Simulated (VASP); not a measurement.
Here is a VASP 6.6.1 calculation.

Contents of INCAR:

```
SYSTEM = Al
PREC = Accurate
ENCUT = 520
EDIFF = 1E-7
ISMEAR = 0
SIGMA = 0.15
LREAL = .False.
LASPH = .True.
NELM = 100
ALGO = Fast
ISIF = 2
LWAVE = .False.
LCHARG = .False.
GGA = PS
IVDW = 12
NBANDS = 10
```

Contents of KPOINTS:

```
regular mesh
0
Gamma
  18 18 10
  0 0 0
```

The input POSCAR:

```
Al
1.0
    2.8687044585      0.0000000000      0.0000000000
   -1.4343522292      2.3869446258      0.0000000000
    0.0000000000      0.0000000000      4.8668500000
Al
2
Direct
    0.6666666667      0.3333333333      0.7500000000
    0.3333333333      0.6666666667      0.2500000000
```

Potentials or basis: VASP PAW PBE potentials, release 64 (Al).

The run is started by

```bash
$ cat potpaw_PBE.64/Al/POTCAR > POTCAR
$ mpirun -np 1 vasp_std > vasp.out
```

**Question.** What does it give for the band gap on the k mesh?

**Answer.** Zero (bands 3 and 4 overlap by 6.84 eV).

**Question.** Estimate the pressure.

**Answer.** -4.2 GPa.

**Question.** What does it give for the dispersion energy per atom?

**Answer.** -0.314 eV.

Stress tensor (GPa, compression positive):
```
-4.41  0.00  0.00
 0.00 -2.18  0.00
 0.00  0.00 -6.10
```

Caveat: the cell differs from its parent crystal (strain +0.0200 x Voigt [1, -1, 0, 0, 0, 0]); the cell stands under tension; the PAW data sets were made with another functional, which shifts forces and pressure a little.
